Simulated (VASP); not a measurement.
# BaTiO3 (P4/mmm) in VASP: notebook

Runs on BaTiO3. Level: PBE. Tasks: single point.

Everything below comes from runs of VASP 6.6.1. Logs are shortened: lines on timing, memory, paths and dates and some standing lists are left out, and cuts for length are marked.

## Step 1: The cell of the first run

The structure is tetragonal, space group P4/mmm (No. 123). Conventional cell: a = 3.960 Å, b = 3.960 Å, c = 4.018 Å, α = 90.00°, β = 90.00°, γ = 90.00°. Ba (site symmetry 4/mmm) has 12 O at 2.80 to 2.82 Å and 8 Ti at 3.45 Å within 3.7 Å. Within 2.6 Å of Ti (site symmetry 4/mmm) lie 6 O at 1.98 to 2.01 Å. Within 2.7 Å of O (site symmetry 4/mmm) lie 2 Ti at 2.01 Å. Within 2.6 Å of O (site symmetry mmm) lie 2 Ti at 1.98 Å.

## Step 2: Single point, PBE (equal xx and yy strain of -1 %)

File INCAR:

```
SYSTEM = BaTiO3
PREC = Accurate
ENCUT = 520
EDIFF = 1E-6
ISMEAR = -1
SIGMA = 0.03
LREAL = .FALSE.
LASPH = .TRUE.
NELM = 100
ALGO = Normal
ISIF = 2
LWAVE = .FALSE.
LCHARG = .TRUE.
GGA = PE
LELF = .TRUE.
LVHAR = .TRUE.
NBANDS = 28
```

File KPOINTS:

```
Automatic mesh
0
G
  7 7 7
  0 0 0
```

File POSCAR:

```
BaTiO3
1.0
    3.9598020000      0.0000000000      0.0000000000
    0.0000000000      3.9598020000      0.0000000000
    0.0000000000      0.0000000000      4.0180000000
Ba Ti O
1 1 3
Direct
    0.0000000000      0.0000000000      0.0000000000
    0.5000000000      0.5000000000      0.5000000000
    0.5000000000      0.5000000000      0.0000000000
    0.5000000000      0.0000000000      0.5000000000
    0.0000000000      0.5000000000      0.5000000000
```

Potentials or basis: VASP PAW PBE potentials, release 64 (Ba_sv, Ti_sv, O).

Started as:

```
$ cat potpaw_PBE.64/Ba_sv/POTCAR potpaw_PBE.64/Ti_sv/POTCAR potpaw_PBE.64/O/POTCAR > POTCAR
$ mpirun -np 1 vasp_std > vasp.out
```

OUTCAR:

```text
SYSTEM = BaTiO3
   PREC = Accurate
   ENCUT = 520
   EDIFF = 1E-6
   ISMEAR = -1
   LREAL = .FALSE.
   LASPH = .TRUE.
   NELM = 100
   ISIF = 2
   GGA = PE

 ion  position               nearest neighbor table
   1  0.000  0.000  0.000-   3 2.80   3 2.80   3 2.80   3 2.80   5 2.82   4 2.82   5 2.82   5 2.82
                             5 2.82   4 2.82   4 2.82   4 2.82   2 3.45   2 3.45   2 3.45   2 3.45
   2  0.500  0.500  0.500-   4 1.98   5 1.98   4 1.98   5 1.98   3 2.01   3 2.01   1 3.45   1 3.45
                             1 3.45   1 3.45   1 3.45   1 3.45   1 3.45   1 3.45
   3  0.500  0.500  0.000-   2 2.01   2 2.01   1 2.80   1 2.80   1 2.80   1 2.80
   4  0.500  0.000  0.500-   2 1.98   2 1.98   1 2.82   1 2.82   1 2.82   1 2.82
   5  0.000  0.500  0.500-   2 1.98   2 1.98   1 2.82   1 2.82   1 2.82   1 2.82

  LATTYP: Found a simple tetragonal cell.
 ALAT       =     3.9598020000
 C/A-ratio  =     1.0146971995

  Lattice vectors:

 A1 = (   3.9598020000,   0.0000000000,   0.0000000000)
 A2 = (   0.0000000000,   3.9598020000,   0.0000000000)
 A3 = (   0.0000000000,   0.0000000000,   4.0180000000)

Analysis of symmetry for initial positions (statically):
=====================================================================
 Subroutine PRICEL returns:
 Original cell was already a primitive cell.

 Routine SETGRP: Setting up the symmetry group for a
 simple tetragonal supercell.

 Subroutine GETGRP returns: Found 16 space group operations
 (whereof 16 operations were pure point group operations)
 out of a pool of 16 trial point group operations.

The static configuration has the point symmetry D_4h.

Analysis of symmetry for dynamics (positions and initial velocities):
=====================================================================
 Subroutine PRICEL returns:
 Original cell was already a primitive cell.

 Routine SETGRP: Setting up the symmetry group for a
 simple tetragonal supercell.

 Subroutine GETGRP returns: Found 16 space group operations
 (whereof 16 operations were pure point group operations)
 out of a pool of 16 trial point group operations.

The dynamic configuration has the point symmetry D_4h.

 Subroutine INISYM returns: Found 16 space group operations
 (whereof 16 operations are pure point group operations),
 and found     1 'primitive' translations

----------------------------------------------------------------------------------------

                                     Primitive cell

  volume of cell :      63.0024

  direct lattice vectors                    reciprocal lattice vectors
     3.959802000  0.000000000  0.000000000     0.252537879  0.000000000  0.000000000
     0.000000000  3.959802000  0.000000000     0.000000000  0.252537879  0.000000000
     0.000000000  0.000000000  4.018000000     0.000000000  0.000000000  0.248880040

  length of vectors
     3.959802000  3.959802000  4.018000000     0.252537879  0.252537879  0.248880040

  position of ions in fractional coordinates (direct lattice)
     0.000000000  0.000000000  0.000000000
     0.500000000  0.500000000  0.500000000
     0.500000000  0.500000000  0.000000000
     0.500000000  0.000000000  0.500000000
     0.000000000  0.500000000  0.500000000

  ion indices of the primitive-cell ions
   primitive index   ion index
                 1           1
                 2           2
                 3           3
                 4           4
                 5           5

----------------------------------------------------------------------------------------

 KPOINTS: Automatic mesh

Automatic generation of k-mesh.
 Grid dimensions read from file:
 generate k-points for:    7    7    7

 Generating k-lattice:

  Cartesian coordinates                     Fractional coordinates (reciprocal lattice)
     0.036076840  0.000000000  0.000000000     0.142857143  0.000000000  0.000000000
     0.000000000  0.036076840  0.000000000     0.000000000  0.142857143  0.000000000
     0.000000000  0.000000000  0.035554291     0.000000000  0.000000000  0.142857143

  Length of vectors
     0.036076840  0.036076840  0.035554291

  Shift w.r.t. Gamma in fractional coordinates (k-lattice)
     0.000000000  0.000000000  0.000000000

 Subroutine IBZKPT returns following result:
 ===========================================

 Found     40 irreducible k-points:

 Following reciprocal coordinates:
            Coordinates               Weight
  0.000000  0.000000  0.000000      1.000000
  0.142857  0.000000  0.000000      4.000000
  0.285714  0.000000  0.000000      4.000000
  0.428571  0.000000  0.000000      4.000000
  0.142857  0.142857  0.000000      4.000000
  0.285714  0.142857  0.000000      8.000000
[... 16 lines left out ...]
  0.285714  0.000000  0.285714      8.000000
  0.428571  0.000000  0.285714      8.000000
 [... further k-points ...]
   k-points           NKPTS =     40   k-points in BZ     NKDIM =     40   number of bands    NBANDS=     28
   number of dos      NEDOS =    301   number of ions     NIONS =      5
   total plane-waves  NPLWV =  27000
   dimension x,y,z NGX =    30 NGY =   30 NGZ =   30
   dimension x,y,z NGXF=    60 NGYF=   60 NGZF=   60
   ions per type =               1   1   3
   NGX,Y,Z   is equivalent  to a cutoff of  12.60, 12.60, 12.41 a.u.
   NGXF,Y,Z  is equivalent  to a cutoff of  25.19, 25.19, 24.83 a.u.
 SYSTEM =  BaTiO3
   PREC   = accura    normal or accurate (medium, high low for compatibility)
   ISTART =      0    job   : 0-new  1-cont  2-samecut
   ICHARG =      2    charge: 1-file 2-atom 10-const
   ISPIN  =      1    spin polarized calculation?
   LNONCOLLINEAR =      F non collinear calculations
   LSORBIT =      F    spin-orbit coupling
   LASPH  =      T    aspherical Exc in radial PAW
   ENCUT  =  520.0 eV  38.22 Ry    6.18 a.u.   7.36  7.36  7.47*2*pi/ulx,y,z
   NELM   =    100;   NELMIN=  2; NELMDL= -5     # of ELM steps
   EDIFF  = 0.1E-05   stopping-criterion for ELM
   LREAL  =      F    real-space projection
   EDIFFG = 0.1E-04   stopping-criterion for IOM
   NSW    =      0    number of steps for IOM
   IBRION =     -1    ionic relax: 0-MD 1-quasi-New 2-CG
   NFREE  =      0    steps in history (QN), initial steepest desc. (CG)
   ISIF   =      2    stress and relaxation
   ISYM   =      2    0-nonsym 1-usesym 2-fastsym
   POTIM  = 0.5000    time-step for ionic-motion
   TEBEG  =    0.0;   TEEND  =   0.0 temperature during run
   PSTRESS=    0.0 pullay stress
   NELECT =      40.0000    total number of electrons
   NUPDOWN=      -1.0000    fix difference up-down
   EMIN   =  10.00;   EMAX   =-10.00  energy-range for DOS
   EFERMI =   0.00;   METHOD = LEGACY
   ISMEAR =    -1;   SIGMA  =   0.03  broadening in eV -4-tet -1-fermi 0-gaus
   EFERMI_NEDOS =   21; number of points for ismear=-14 and -15
   IALGO  =     38    algorithm
   IMIX   =      4    mixing-type and parameters
     AMIX     =   0.40;   BMIX     =  1.00
     AMIX_MAG =   1.60;   BMIX_MAG =  1.00
  volume/ion in A,a.u.               =      12.60        85.03
  Fermi-wavevector in a.u.,A,eV,Ry     =   1.407049  2.658937 26.936634  1.979787
  Thomas-Fermi vector in A             =   2.529347
   LORBIT       =      0    0 simple, 1 ext, 2 COOP (PROOUT), +10 PAW based schemes
   GGA     = PE    functional components
   LHFCALC =     F    Hartree Fock is set to
   AEXX    =    0.0000 exact exchange contribution
   IVDW    =     0    specifies the selected vdW correction
   LEPSILON=     F    determine dielectric tensor
   LRPA    =     F    only Hartree local field effects (RPA)
 non-spin polarized calculation
  energy-cutoff  :      520.00
  volume of cell :       63.00
 maximum number of plane-waves:      1743
 NGX is ok and might be reduce to    30
   NGX = 15   NGY = 15   NGZ = 15

 number of electron      39.9999981 magnetization

 Free energy of the ion-electron system (eV)
  ---------------------------------------------------
  ext. energy  EPLUGINS =         0.00000000
  ---------------------------------------------------
  free energy    TOTEN  =       -39.92117749 eV

  energy without entropy =      -39.92117749  energy(sigma->0) =      -39.92117749

 E-fermi :   4.7595     XC(G=0): -11.3531

 val. band max:        3.9119866956   @ k =   0.4286   0.4286   0.4286
 cond. band min:       5.7418805468   @ k =   0.0000   0.0000   0.0000
 fundamental gap:      1.8298938512
 Fermi energy:         4.7594648955

 k-point     1 :       0.0000    0.0000    0.0000
  band No.  band energies     occupation
      1     -52.5922      2.00000
      2     -28.8153      2.00000
      3     -28.8153      2.00000
      4     -28.8090      2.00000
      5     -20.8033      2.00000
      6     -12.9687      2.00000
[... 20 lines left out ...]
     27       9.1173      0.00000
     28      11.5526      0.00000

 k-point     2 :       0.1429    0.0000    0.0000
  band No.  band energies     occupation
      1     -52.5919      2.00000
      2     -28.8268      2.00000
      3     -28.8149      2.00000
      4     -28.8086      2.00000
      5     -20.7782      2.00000
      6     -12.9754      2.00000
[... 20 lines left out ...]
     27       9.5190      0.00000
     28      12.0513      0.00000

 k-point     3 :       0.2857    0.0000    0.0000
  band No.  band energies     occupation
      1     -52.5914      2.00000
      2     -28.8525      2.00000
      3     -28.8139      2.00000
      4     -28.8076      2.00000
      5     -20.7210      2.00000
      6     -13.0696      2.00000
[... 20 lines left out ...]
     27      10.5086      0.00000
     28      12.3629      0.00000

 k-point     4 :       0.4286    0.0000    0.0000
  band No.  band energies     occupation
      1     -52.5910      2.00000
      2     -28.8730      2.00000
      3     -28.8131      2.00000
      4     -28.8068      2.00000
      5     -20.6739      2.00000
      6     -13.1885      2.00000
[... 20 lines left out ...]
     27      11.5302      0.00000
     28      12.2364      0.00000

 k-point     5 :       0.1429    0.1429    0.0000
  band No.  band energies     occupation
      1     -52.5917      2.00000
      2     -28.8266      2.00000
      3     -28.8260      2.00000
      4     -28.8082      2.00000
      5     -20.7549      2.00000
      6     -12.9564      2.00000
[... 20 lines left out ...]
     27       9.8489      0.00000
     28      12.2762      0.00000

 k-point     6 :       0.2857    0.1429    0.0000
  band No.  band energies     occupation
      1     -52.5912      2.00000
      2     -28.8519      2.00000
      3     -28.8252      2.00000
      4     -28.8072      2.00000
      5     -20.7014      2.00000
      6     -12.9974      2.00000
[... 463 lines left out ...]
      5     -20.7285      2.00000
      6     -13.1214      2.00000
[... 20 lines left out ...]
     27      10.4871      0.00000
     28      12.4359      0.00000

 k-point    22 :       0.1429    0.0000    0.2857
  band No.  band energies     occupation
      1     -52.5913      2.00000
      2     -28.8395      2.00000
      3     -28.8254      2.00000
      4     -28.8137      2.00000
      5     -20.7087      2.00000
      6     -13.0531      2.00000
[... 20 lines left out ...]
     27      10.8744      0.00000
     28      12.7313      0.00000

 k-point    23 :       0.2857    0.0000    0.2857
  band No.  band energies     occupation
      1     -52.5908      2.00000
      2     -28.8508      2.00000
      3     -28.8381      2.00000
      4     -28.8127      2.00000
      5     -20.6635      2.00000
      6     -12.9349      2.00000
[... 20 lines left out ...]
     27      11.9057      0.00000
     28      12.6633      0.00000

 k-point    24 :       0.4286    0.0000    0.2857
  band No.  band energies     occupation
      1     -52.5904      2.00000
      2     -28.8709      2.00000
      3     -28.8370      2.00000
      4     -28.8119      2.00000
      5     -20.6265      2.00000
      6     -12.8985      2.00000
[... 20 lines left out ...]
     27      12.5267      0.00000
     28      12.9950      0.00000

 [... further k-points ...]
[... 5 lines left out ...]
  --------------------------------------------------------------------------------------
  -------------------------------------------------------------------------------------
  Total        3.2420615      3.2420615      2.0367540      0.0000000     -0.0000000      0.0000000
  in kB       82.4470182     82.4470182     51.7955302      0.0000000     -0.0000000      0.0000000
  external PRESSURE =      72.2298555 kB  Pullay stress =       0.0000000 kB

 VOLUME and BASIS-vectors are now :
 -----------------------------------------------------------------------------
  energy-cutoff  :      520.00
  volume of cell :       63.00
      direct lattice vectors                 reciprocal lattice vectors
     3.959802000  0.000000000  0.000000000     0.252537879  0.000000000  0.000000000
     0.000000000  3.959802000  0.000000000     0.000000000  0.252537879  0.000000000
     0.000000000  0.000000000  4.018000000     0.000000000  0.000000000  0.248880040

 POSITION                                       TOTAL-FORCE (eV/Angst)
 -----------------------------------------------------------------------------------
      0.00000      0.00000      0.00000         0.000000      0.000000      0.000000
      1.97990      1.97990      2.00900         0.000000      0.000000      0.000000
      1.97990      1.97990      0.00000         0.000000      0.000000      0.000000
      1.97990      0.00000      2.00900         0.000000      0.000000      0.000000
      0.00000      1.97990      2.00900         0.000000      0.000000      0.000000
 -----------------------------------------------------------------------------------
    total drift:                                0.000000      0.000000     -0.000000

  FREE ENERGIE OF THE ION-ELECTRON SYSTEM (eV)
  ---------------------------------------------------
  free  energy   TOTEN  =       -39.9211774932 eV

  energy  without entropy=      -39.9211774932  energy(sigma->0) =      -39.92117749
```

It took 63 s on 1 thread of Intel Xeon Platinum 8488C (Sapphire Rapids), shared host; peak memory 0.21 GiB.

Results:

| Quantity | Value |
| --- | --- |
| Free energy | -39.9212 eV |
| Pressure | 7.2 GPa |
| Band gap on the k mesh | 1.83 eV, indirect (least direct gap 1.89 eV) |

Stress tensor (GPa, compression positive):
```
8.24 0.00 0.00
0.00 8.24 0.00
0.00 0.00 5.18
```

Levels at points of the mesh, in eV from the valence-band top:
```csv
k point,band 18,band 19,band 20,band 21,band 22,band 23
"(0.00, 0.00, 0.00)",-0.08,-0.06,-0.06,1.83,1.83,1.86
```

Caveat: the cell differs from its parent crystal (equal xx and yy strain of -1 %); spin-orbit coupling is left out, which moves the levels of the heavy elements. A k mesh can miss the band edges.

## Step 3: Single point, PBE (equal xx and yy strain of +2 %)

File INCAR:

```
  PREC = Accurate
  ENCUT = 520
  EDIFF = 1E-7
  ISMEAR = -1
  SIGMA = 0.03
  LREAL = False
  LASPH = True
  NELM = 100
  ALGO = Normal
  ISIF = 2
  LWAVE = False
  LCHARG = False
  GGA = PE
  NBANDS = 28
```

File KPOINTS:

```
regular mesh
0
Gamma
  7 7 7
```

POSCAR, as its differences from that of step 2:

```diff
@@ -2,4 +2,4 @@
 1.0
-    3.9598020000      0.0000000000      0.0000000000
-    0.0000000000      3.9598020000      0.0000000000
+    4.0797960000      0.0000000000      0.0000000000
+    0.0000000000      4.0797960000      0.0000000000
     0.0000000000      0.0000000000      4.0180000000
```

Potentials or basis: VASP PAW PBE potentials, release 64 (Ba_sv, Ti_sv, O).

Started as:

```
$ cat potpaw_PBE.64/Ba_sv/POTCAR potpaw_PBE.64/Ti_sv/POTCAR potpaw_PBE.64/O/POTCAR > POTCAR
$ mpirun -np 1 vasp_std > vasp.out
```

It took 66 s on 1 thread of Intel Xeon Platinum 8488C (Sapphire Rapids), shared host; peak memory 0.22 GiB.

Results (log left out):

| Item | Value |
| --- | --- |
| Free energy | -39.9699 eV |
| Pressure | -2.9 GPa |
| Band gap on the k mesh | 1.70 eV, indirect (least direct gap 1.81 eV) |

Stress tensor (GPa, compression positive):
```
-3.77  0.00  0.00
 0.00 -3.77  0.00
 0.00  0.00 -1.26
```

Levels at points of the mesh, in eV from the valence-band top:
| k point | band 18 | band 19 | band 20 | band 21 | band 22 | band 23 |
| --- | --- | --- | --- | --- | --- | --- |
| (0.00, 0.00, 0.00) | -0.13 | -0.13 | -0.12 | 1.70 | 1.72 | 1.72 |

Caveat: the cell differs from its parent crystal (equal xx and yy strain of +2 %); spin-orbit coupling is left out, which moves the levels of the heavy elements. A k mesh can miss the band edges.

## Step 4: Single point, PBE (volume scaled by 0.96)

File INCAR:

```
PREC = Accurate
ENCUT = 520
EDIFF = 1E-6
ISMEAR = -1
SIGMA = 0.03
LREAL = F
LASPH = T
NELM = 80
ALGO = Normal
ISIF = 2
LWAVE = F
LCHARG = F
GGA = PE
NBANDS = 28
```

File KPOINTS:

```
Automatic mesh
0
Gamma
  7 7 7
```

POSCAR, as its differences from that of step 3:

```diff
@@ -2,5 +2,5 @@
 1.0
-    4.0797960000      0.0000000000      0.0000000000
-    0.0000000000      4.0797960000      0.0000000000
-    0.0000000000      0.0000000000      4.0180000000
+    3.9457420220      0.0000000000      0.0000000000
+    0.0000000000      3.9457420220      0.0000000000
+    0.0000000000      0.0000000000      3.9636960459
 Ba Ti O
```

Started as:

```
$ cat potpaw_PBE.64/Ba_sv/POTCAR potpaw_PBE.64/Ti_sv/POTCAR potpaw_PBE.64/O/POTCAR > POTCAR
$ mpirun -np 1 vasp_std > vasp.out
```

Run time: 47 s. Hardware: 1 thread of Intel Xeon 6975P-C (Granite Rapids), shared host; peak memory 0.21 GiB.

The run converged. Its results:

```
Free energy            : -39.8507 eV
Pressure               : 11.4 GPa
Band gap on the k mesh : 1.88 eV, indirect (least direct gap 1.92 eV)
```

Stress tensor (GPa, compression positive):
```
11.71  0.00  0.00
 0.00 11.71  0.00
 0.00  0.00 10.66
```

Levels at points of the mesh, in eV from the valence-band top:
```tsv
k point	band 16	band 17	band 18	band 19	band 20	band 21	band 22	band 23	band 24	band 25
(0.00, 0.00, 0.00)	-1.08	-1.08	-0.05	-0.04	-0.04	1.88	1.88	1.89	4.21	4.25
```

Caveat: spin-orbit coupling is left out, which moves the levels of the heavy elements.

## Step 5: Single point, PBE (volume scaled by 0.99)

File INCAR:

```
SYSTEM = BaTiO3
  PREC = Accurate
  ENCUT = 520
  EDIFF = 1E-6
  ISMEAR = -1
  SIGMA = 0.03
  LREAL = .FALSE.
  LASPH = .TRUE.
  NELM = 100
  ALGO = Normal
  ISIF = 2
  LWAVE = .FALSE.
  LCHARG = .FALSE.
  GGA = PE
  NBANDS = 28
```

File KPOINTS:

```
Automatic mesh
0
G
  7 7 7
  0 0 0
```

POSCAR, as its differences from that of step 4:

```diff
@@ -2,5 +2,5 @@
 1.0
-    3.9457420220      0.0000000000      0.0000000000
-    0.0000000000      3.9457420220      0.0000000000
-    0.0000000000      0.0000000000      3.9636960459
+    3.9864226426      0.0000000000      0.0000000000
+    0.0000000000      3.9864226426      0.0000000000
+    0.0000000000      0.0000000000      4.0045617725
 Ba Ti O
```

Started as:

```
$ cat potpaw_PBE.64/Ba_sv/POTCAR potpaw_PBE.64/Ti_sv/POTCAR potpaw_PBE.64/O/POTCAR > POTCAR
$ mpirun -np 1 vasp_std > vasp.out
```

Wall time 42 s (1 thread of Intel Xeon 6975P-C (Granite Rapids), shared host); peak memory 0.22 GiB.

The run converged. Its results:

* Free energy: -39.9518 eV
* Pressure: 5.3 GPa
* Band gap on the k mesh: 1.82 eV, indirect (least direct gap 1.89 eV)

Stress tensor (GPa, compression positive):
```
5.58 0.00 0.00
0.00 5.58 0.00
0.00 0.00 4.66
```

Levels at points of the mesh, in eV from the valence-band top:
| k point | band 17 | band 18 | band 19 | band 20 | band 21 | band 22 | band 23 | band 24 |
| --- | --- | --- | --- | --- | --- | --- | --- | --- |
| (0.00, 0.00, 0.00) | -1.04 | -0.08 | -0.08 | -0.08 | 1.82 | 1.82 | 1.83 | 4.00 |

Caveat: spin-orbit coupling is left out, which moves the levels of the heavy elements. A k mesh can miss the band edges.

[end of part 1 of 2]
